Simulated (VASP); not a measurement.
Write the native input for VASP 6.6.1 that does the following.

```yaml
Task: single point
Functional: PBE
Potentials_or_basis: VASP PAW PBE potentials, release 64 (Ta_pv, Tl_d)
Cutoff: 520 eV
k_mesh: 8 × 8 × 6
Occupations: fermi-dirac, width 0.05 eV
Spin: no spin polarisation
Dipole_correction: no
Further_INCAR_settings: ALGO = Normal; EDIFF = 1e-06; NBANDS = 19
```

The structure of TaTl lies in POSCAR:

```
TaTl
1.0
    3.4013082974      0.0000000000      0.0000000000
    0.0000000000      3.4013082974      0.0000000000
    0.0000000000      0.0000000000      4.2028736054
Ta Tl
1 1
Direct
    0.5000000000      0.5000000000      0.5000000000
    0.0000000000      0.0000000000      0.0000000000
```

This cell differs from its parent crystal: volume scaled by 0.94.

The input as run:

INCAR

```
ALGO     = Normal         # electronic algorithm
EDIFF    = 1E-6           # SCF threshold, eV
ENCUT    = 520            # plane-wave cutoff, eV
GGA      = PE             # functional
ISIF     = 2              # what is computed and relaxed
ISMEAR   = -1             # smearing method
LASPH    = True           # aspherical terms in the spheres
LCHARG   = False          # write CHGCAR
LREAL    = False          # projectors in reciprocal space
LWAVE    = False          # write WAVECAR
NBANDS   = 19             # bands
NELM     = 80             # most SCF steps
PREC     = Accurate       # precision mode
SIGMA    = 0.05           # smearing width, eV
```

KPOINTS

```
k-points
0
Gamma
  8 8 6
```

Potentials or basis: VASP PAW PBE potentials, release 64 (Ta_pv, Tl_d).

Run with:

```sh
$ cat potpaw_PBE.64/Ta_pv/POTCAR potpaw_PBE.64/Tl_d/POTCAR > POTCAR
$ mpirun -np 1 vasp_std > vasp.out
```

It gave:

```
Pressure               : -14.0 GPa
Band gap on the k mesh : zero (band 12 reaches 6.71 eV, above the bottom of band 13 at 5.89 eV)
```

Caveat: spin-orbit coupling is left out, which moves the levels of the heavy elements.

It took 50 s on 1 thread of Intel(R) Xeon(R) Platinum 8259CL CPU @ 2.50GHz (Skylake/Cascade Lake), on a shared host, peak memory 0.2 GiB.
